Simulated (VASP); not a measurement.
# ZnS (NiAs type) (P6_3/mmc) in VASP: relaxation of cell and atoms with PBE

Aim: the relaxation of cell and atoms of ZnS (NiAs type) with PBE.

All numbers are computed with VASP 6.6.1; they aren't measurements. Logs are shortened: lines on timing, memory, paths and dates and some standing lists are left out, and cuts for length are marked.

### Step 1. The cell of the first run

It takes space group P6_3/mmc (No. 194, hexagonal). Conventional cell: a = 3.260 Å, b = 3.260 Å, c = 5.054 Å, α = 90.00°, β = 90.00°, γ = 120.00°. Within 3.0 Å of Zn (site symmetry -3m) lie 6 S at 2.27 Å and 2 Zn at 2.53 Å. Within 3.0 Å of S (site symmetry -6m2) lie 6 Zn at 2.27 Å.

### Step 2. Relaxation of cell and atoms, PBE, target pressure 68 GPa, at which the enthalpy is minimised

INCAR reads:

```
PREC = Accurate ; ENCUT = 600
EDIFF = 1E-7 ; ISMEAR = -1
SIGMA = 0.08 ; LREAL = False
LASPH = True ; NELM = 60
ALGO = Normal ; ISIF = 3
LWAVE = False ; LCHARG = False
GGA = PE ; IBRION = 2
NSW = 60 ; EDIFFG = -0.005
PSTRESS = 680.0
```

KPOINTS reads:

```
Automatic mesh
0
Gamma
  12 12 7
```

POSCAR reads:

```
ZnS
1.0
    3.2604212677      0.0000000000      0.0000000000
   -1.6302106338      2.8236076449      0.0000000000
    0.0000000000      0.0000000000      5.0536529649
Zn S
2 2
Direct
    0.0000000000      0.0000000000      0.0000000000
    0.0000000000      0.0000000000      0.5000000000
    0.3333333333      0.6666666667      0.2500000000
    0.6666666667      0.3333333333      0.7500000000
```

Potentials or basis: VASP PAW PBE potentials, release 64 (Zn, S).

Started as:

```console
$ cat potpaw_PBE.64/Zn/POTCAR potpaw_PBE.64/S/POTCAR > POTCAR
$ mpirun -np 1 vasp_std > vasp.out
```

OUTCAR:

```text
PREC = Accurate
   ENCUT = 600
   EDIFF = 1E-7
   ISMEAR = -1
   LREAL = False
   LASPH = True
   NELM = 60
   ISIF = 3
   GGA = PE
   IBRION = 2
   NSW = 60
   EDIFFG = -0.005
   PSTRESS = 680.0

 ion  position               nearest neighbor table
   1  0.000  0.000  0.000-   3 2.27   4 2.27   4 2.27   3 2.27   4 2.27   3 2.27   2 2.53   2 2.53

   2  0.000  0.000  0.500-   3 2.27   4 2.27   4 2.27   3 2.27   4 2.27   3 2.27   1 2.53   1 2.53

   3  0.333  0.667  0.250-   1 2.27   2 2.27   1 2.27   2 2.27   1 2.27   2 2.27
   4  0.667  0.333  0.750-   1 2.27   2 2.27   1 2.27   2 2.27   1 2.27   2 2.27

  LATTYP: Found a hexagonal cell.
 ALAT       =     3.2604212677
 C/A-ratio  =     1.5500000000

  Lattice vectors:

 A1 = (   3.2604212677,   0.0000000000,   0.0000000000)
 A2 = (  -1.6302106338,   2.8236076449,   0.0000000000)
 A3 = (   0.0000000000,   0.0000000000,   5.0536529649)

Analysis of symmetry for initial positions (statically):
=====================================================================
 Subroutine PRICEL returns:
 Original cell was already a primitive cell.

 Routine SETGRP: Setting up the symmetry group for a
 hexagonal supercell.

 Subroutine GETGRP returns: Found 24 space group operations
 (whereof 12 operations were pure point group operations)
 out of a pool of 24 trial point group operations.

The static configuration has the point symmetry D_3d.
 The point group associated with its full space group is D_6h.

Analysis of symmetry for dynamics (positions and initial velocities):
=====================================================================
 Subroutine PRICEL returns:
 Original cell was already a primitive cell.

 Routine SETGRP: Setting up the symmetry group for a
 hexagonal supercell.

 Subroutine GETGRP returns: Found 24 space group operations
 (whereof 12 operations were pure point group operations)
 out of a pool of 24 trial point group operations.

The dynamic configuration has the point symmetry D_3d.
 The point group associated with its full space group is D_6h.

 Subroutine INISYM returns: Found 24 space group operations
 (whereof 12 operations are pure point group operations),
 and found     1 'primitive' translations

----------------------------------------------------------------------------------------

                                     Primitive cell

[... 98 lines left out ...]
   IBRION =      2    ionic relax: 0-MD 1-quasi-New 2-CG
   NFREE  =      1    steps in history (QN), initial steepest desc. (CG)
   ISIF   =      3    stress and relaxation
   ISYM   =      2    0-nonsym 1-usesym 2-fastsym
   POTIM  = 0.5000    time-step for ionic-motion
   TEBEG  =    0.0;   TEEND  =   0.0 temperature during run
   PSTRESS=  680.0 pullay stress
   NELECT =      36.0000    total number of electrons
   NUPDOWN=      -1.0000    fix difference up-down
   EMIN   =  10.00;   EMAX   =-10.00  energy-range for DOS
   EFERMI =   0.00;   METHOD = LEGACY
   ISMEAR =    -1;   SIGMA  =   0.08  broadening in eV -4-tet -1-fermi 0-gaus
   EFERMI_NEDOS =   21; number of points for ismear=-14 and -15
   IALGO  =     38    algorithm
   IMIX   =      4    mixing-type and parameters
     AMIX     =   0.40;   BMIX     =  1.00
     AMIX_MAG =   1.60;   BMIX_MAG =  1.00
  volume/ion in A,a.u.               =      11.63        78.49
  Fermi-wavevector in a.u.,A,eV,Ry     =   1.502961  2.840185 30.734106  2.258893
  Thomas-Fermi vector in A             =   2.614134
   LORBIT       =      0    0 simple, 1 ext, 2 COOP (PROOUT), +10 PAW based schemes
   GGA     = PE    functional components
   LHFCALC =     F    Hartree Fock is set to
   AEXX    =    0.0000 exact exchange contribution
   IVDW    =     0    specifies the selected vdW correction
   LEPSILON=     F    determine dielectric tensor
   LRPA    =     F    only Hartree local field effects (RPA)
 conjugate gradient relaxation of ions
 non-spin polarized calculation
  energy-cutoff  :      600.00
  volume of cell :       46.52
 maximum number of plane-waves:      1592
 NGX is ok and might be reduce to    28
   NGX = 13   NGY = 13   NGZ = 21

--------------------------------------- Ionic step        1  -------------------------------------------

 number of electron      36.0000003 magnetization

 Free energy of the ion-electron system (eV)
  ---------------------------------------------------
  ext. energy  EPLUGINS =         0.00000000
  ---------------------------------------------------
  free energy    TOTEN  =        -8.83823701 eV

  energy without entropy =       -8.83686863  energy(sigma->0) =       -8.83755282

------------------------ aborting loop because EDIFF is reached ----------------------------------------

  FORCE on cell =-STRESS in cart. coord.  units (eV):
  Direction    XX          YY          ZZ          XY          YZ          ZX
  --------------------------------------------------------------------------------------
  -------------------------------------------------------------------------------------
  Total       20.2670567     20.2670567     24.1614859      0.0000000      0.0000000      0.0000000
  in kB      697.9395090    697.9395090    832.0525200      0.0000000      0.0000000      0.0000000
  external PRESSURE =      62.6438460 kB  Pullay stress =     680.0000000 kB
[... 307 lines left out ...]
--------------------------------------- Ionic step        9  -------------------------------------------

 number of electron      36.0000031 magnetization

 Free energy of the ion-electron system (eV)
  ---------------------------------------------------
  ext. energy  EPLUGINS =         0.00000000
  ---------------------------------------------------
  free energy    TOTEN  =        -9.22867814 eV

  energy without entropy =       -9.22307674  energy(sigma->0) =       -9.22587744

 E-fermi :   8.4088     XC(G=0): -12.5522

 val. band max:        8.3150277154   @ k =   0.1667   0.0000   0.0000
 cond. band min:       8.4453961723   @ k =   0.3333   0.2500   0.0000
 fundamental gap:      0.1303684569
 Fermi energy:         8.4087927799

 k-point     1 :       0.0000    0.0000    0.0000
  band No.  band energies     occupation
      1      -9.0694      2.00000
      2      -6.2815      2.00000
      3      -2.0187      2.00000
      4      -0.1826      2.00000
      5      -0.1826      2.00000
      6       0.0184      2.00000
[... 589 lines left out ...]
     21      13.3735      0.00000
     22      14.2847      0.00000

 [... further k-points ...]

------------------------ aborting loop because EDIFF is reached ----------------------------------------

  FORCE on cell =-STRESS in cart. coord.  units (eV):
  Direction    XX          YY          ZZ          XY          YZ          ZX
  --------------------------------------------------------------------------------------
  -------------------------------------------------------------------------------------
  Total       20.0245577     20.0245577     20.0028479      0.0000000      0.0000000     -0.0000000
  in kB      680.4892774    680.4892775    679.7515174      0.0000000      0.0000000     -0.0000000
  external PRESSURE =       0.2433574 kB  Pullay stress =     680.0000000 kB
[... 23 lines left out ...]
  energy  without entropy=       -9.2230767355  energy(sigma->0) =       -9.22587744

  enthalpy is  TOTEN    =        10.7814817559 eV   P V=       20.0101598996

 reached required accuracy - stopping structural energy minimisation
```

OSZICAR:

```text
N       E                     dE             d eps       ncg     rms          rms(c)
DAV:   1     0.260179255646E+03    0.26018E+03   -0.20188E+04  3376   0.259E+03
DAV:   2     0.136889391177E+02   -0.24649E+03   -0.24048E+03  3410   0.442E+02
DAV:   3    -0.933276514120E+01   -0.23022E+02   -0.22642E+02  3968   0.131E+02
[... 90 lines left out ...]
DAV:   1    -0.922867984965E+01   -0.12566E-02   -0.24301E-05  4070   0.981E-02    0.106E-02
DAV:   2    -0.922867866572E+01    0.11839E-05   -0.52290E-06  3884   0.628E-02    0.476E-03
DAV:   3    -0.922867833937E+01    0.32635E-06   -0.24448E-07  2446   0.493E-03    0.214E-03
DAV:   4    -0.922867818351E+01    0.15586E-06   -0.72695E-08  1738   0.226E-03    0.908E-04
DAV:   5    -0.922867814363E+01    0.39887E-07   -0.64898E-09  1696   0.220E-03
   9 F= 0.10781482E+02 E0= 0.10784282E+02  d E =-.883489E-05
```

CONTCAR:

```text
ZnS
   1.00000000000000
     3.1813522008643460    0.0000000000426544    0.0000000000000000
    -1.5906761003464456    2.7551318243930436   -0.0000000000000000
     0.0000000000000000    0.0000000000000000    5.3789572642863366
  Zn              S
     2     2
Direct
     0.0000000000000000    0.0000000000000000    0.0000000000000000
     0.0000000000000000    0.0000000000000000    0.5000000000000000
     0.3333333332999970    0.6666666667000030    0.2500000000000000
     0.6666666667000030    0.3333333332999970    0.7500000000000000

  0.00000000E+00  0.00000000E+00  0.00000000E+00
  0.00000000E+00  0.00000000E+00  0.00000000E+00
  0.00000000E+00  0.00000000E+00  0.00000000E+00
  0.00000000E+00  0.00000000E+00  0.00000000E+00
```

It took 5 min on 1 thread of AMD EPYC 9R45 (Zen 5), shared host; peak memory 0.21 GiB.

What came out:

* Free energy: -9.2287 eV
* Relaxed volume: 11.79 Å³/atom
* Relaxed cell: a = 3.181 Å, b = 3.181 Å, c = 5.379 Å, α = 90.00°, β = 90.00°, γ = 120.00°
* Space group after relaxing (to 0.1 Å): P6_3/mmc (No. 194)
* Energy change on relaxing (the run minimises the enthalpy): -97.6 meV/atom
* Ionic steps: 9
* Pressure after relaxing: 68.0 GPa
* Band gap on the k mesh: zero (bands 18 and 19 overlap by 0.30 eV)

Step by step:
```
step  energy change (eV)  largest force (eV/Å)  pressure (GPa)  volume (Å³)
   1              0.0000                0.0000           74.26        46.52
   2             -1.2970                0.0000           52.59        49.62
   3             -0.6599                0.0000           63.47        47.95
   4             -0.4672                0.0000           66.93        47.33
   5             -0.4042                0.0000           67.86        47.18
   6             -0.3972                0.0000           67.91        47.16
   7             -0.3793                0.0000           68.23        47.12
   8             -0.3892                0.0000           68.06        47.14
   9             -0.3904                0.0000           68.02        47.15
```

Final structure:
```
Zn S
1.0
     3.18135    0.00000    0.00000
    -1.59068    2.75513    0.00000
     0.00000    0.00000    5.37896
Zn S
2 2
Direct
  0.00000 0.00000 0.00000
  0.00000 0.00000 0.50000
  0.33333 0.66667 0.25000
  0.66667 0.33333 0.75000
```

Levels at points of the mesh, in eV from the Fermi level:
```csv
k point,band 16,band 17,band 18,band 19,band 20,band 21
"(0.00, 0.00, 0.00)",-1.38,-0.14,-0.14,3.77,4.32,6.24
"(0.50, 0.00, 0.00)",-4.21,-3.14,-0.26,3.00,3.01,3.70
```

Caveat: the cell is relaxed towards a set pressure, so the run minimises the enthalpy, not the energy; semilocal functionals underestimate gaps, and a narrow one can read as zero.

The gap in the log of VASP goes by the Fermi energy; the results here count the filled bands.